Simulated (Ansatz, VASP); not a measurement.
CaO in VASP and in Ansatz

The input POSCAR:

```
CaO
1.0
    0.0000000000      2.3975501136      2.3975501136
    2.3975501136      0.0000000000      2.3975501136
    2.3975501136      2.3975501136      0.0000000000
Ca O
1 1
Direct
    0.0000000000      0.0000000000      0.0000000000
    0.5000000000      0.5000000000      0.5000000000
```

File INCAR.step1:

```
SYSTEM = CaO
PREC = Accurate
ENCUT = 520
ISMEAR = 0
SIGMA = 0.01
LREAL = .False.
LASPH = .True.
NELM = 100
NBANDS = 15
GGA = PE
ALGO = Normal
EDIFF = 1E-4
LWAVE = .True.
LCHARG = .False.
```

INCAR.step2

```
SYSTEM = CaO
PREC = Accurate
ENCUT = 520
EDIFF = 1E-6
ISMEAR = 0
SIGMA = 0.01
LREAL = .False.
LASPH = .True.
NELM = 100
ALGO = Normal
ISIF = 2
LWAVE = .False.
LCHARG = .True.
METAGGA = R2SCAN
LMIXTAU = .True.
LELF = .True.
LVHAR = .True.
NBANDS = 15
ISTART = 1
```

Contents of KPOINTS:

```
Automatic mesh
0
Gamma
  10 10 10
  0 0 0
```

Input for Ansatz:

```yaml
crystal:
  lattice:
    - [0.0, 2.3975501136, 2.3975501136]
    - [2.3975501136, 0.0, 2.3975501136]
    - [2.3975501136, 2.3975501136, 0.0]
  atoms:
    - { symbol: Ca, position: [0.0, 0.0, 0.0] }
    - { symbol: O, position: [0.5, 0.5, 0.5] }
kpoints:
  mp_grid: { grid: [10, 10, 10] }
  band_path:
    path:
      - [0.0, 0.0, 0.0]
      - [0.5, 0.0, 0.5]
      - [0.625, 0.25, 0.625]
      - [0.375, 0.375, 0.75]
      - [0.5, 0.5, 0.5]
      - [0.5, 0.25, 0.75]
      - [0.0, 0.5, 0.5]
    npoints: 1
hamiltonian:
  xc: r2scan
scf:
  occupations: { method: fixed }
  n_extra_bands: 4
output:
  forces: true
  stress: true
  eigenvalues: true
```

Alike in both runs: task single point; functional r2SCAN; k mesh 10 × 10 × 10; no spin polarisation.

```csv
,VASP,Ansatz
version,VASP 6.6.1,Ansatz 0.2.0
potentials or method,"VASP PAW PBE potentials, release 64 (Ca_sv, O)","plane waves, PAW"
plane-wave cutoff (eV),520,500
occupations,"gaussian, width 0.01 eV",fixed
valence electrons in the cell,16,16
```

```tsv
	VASP	Ansatz	Ansatz less VASP
gap on the k mesh at the Fermi level (eV)	4.19	4.20	+0.012
pressure (GPa)	1.0	0.0	-1.05
```

VASP's potentials were made for PBE, not for r2SCAN.
